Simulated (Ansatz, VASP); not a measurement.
**One calculation of SnO, two programs**

INCAR

```
SYSTEM = SnO
  ALGO = Normal
  EDIFF = 1E-6
  ENCUT = 520
  GGA = PE
  ISIF = 2
  ISMEAR = 0
  LASPH = .TRUE.
  LCHARG = .TRUE.
  LELF = .TRUE.
  LREAL = .FALSE.
  LVHAR = .TRUE.
  LWAVE = .FALSE.
  NBANDS = 28
  NELM = 80
  PREC = Accurate
  SIGMA = 0.01
```

File KPOINTS:

```
k-points
0
G
  10 10 8
  0 0 0
```

Contents of POSCAR:

```
SnO
1.0
    3.7908975680      0.0000000000      0.0000000000
    0.0000000000      3.7908975680      0.0000000000
    0.0000000000      0.0000000000      5.1612054441
Sn O
2 2
Direct
    0.0000000000      0.5000000000      0.2296566000
    0.5000000000      0.0000000000      0.7703434000
    0.5000000000      0.5000000000      0.0000000000
    0.0000000000      0.0000000000      0.0000000000
```

Input for Ansatz:

```yaml
crystal:
  lattice:
    - [3.790897568, 0.0, 0.0]
    - [0.0, 3.790897568, 0.0]
    - [0.0, 0.0, 5.1612054441]
  atoms:
    - { symbol: Sn, position: [0.0, 0.5, 0.2296566] }
    - { symbol: Sn, position: [0.5, 0.0, 0.7703434] }
    - { symbol: O, position: [0.5, 0.5, 0.0] }
    - { symbol: O, position: [0.0, 0.0, 0.0] }
basis:
  ecutwfc: 420
kpoints:
  mp_grid: { grid: [10, 10, 8] }
  band_path: { path: [VBM, CBM], npoints: 2 }
hamiltonian:
  xc: pbe
scf:
  occupations: { method: gaussian, width: 0.01 }
output:
  forces: true
  stress: true
  eigenvalues: true
checkpoint:
  read: start.run
  write: ck
  compress: false
  write_wavefunctions: false
  write_every: 100000
```

Alike in both runs: task single point; functional PBE; k mesh 10 × 10 × 8; occupations gaussian, width 0.01 eV; no spin polarisation.

|  | VASP | Ansatz |
| --- | --- | --- |
| version | VASP 6.6.1 | Ansatz 0.2.0 |
| potentials or method | VASP PAW PBE potentials, release 64 (Sn_d, O), cutoff 520 eV | scalar-relativistic, plane waves, PAW |
| valence electrons in the cell | 40 | 40 |

```tsv
	VASP	Ansatz	Ansatz less VASP
gap on the k mesh at the Fermi level (eV)	0.30	0.29	-0.007
least direct gap on the mesh (eV)	1.97	2.00	+0.031
pressure (GPa)	2.4	2.2	-0.21
traceless stress, the component that is largest in VASP (GPa)	-2.13	-2.17	-0.036
rms of the force components (eV/Å)	0.034	0.000	-0.0337
```

Atom by atom the forces differ by 0.034 eV/Å (rms over components). With one functional, cell and mesh, what is left measures potentials, basis and numerics.
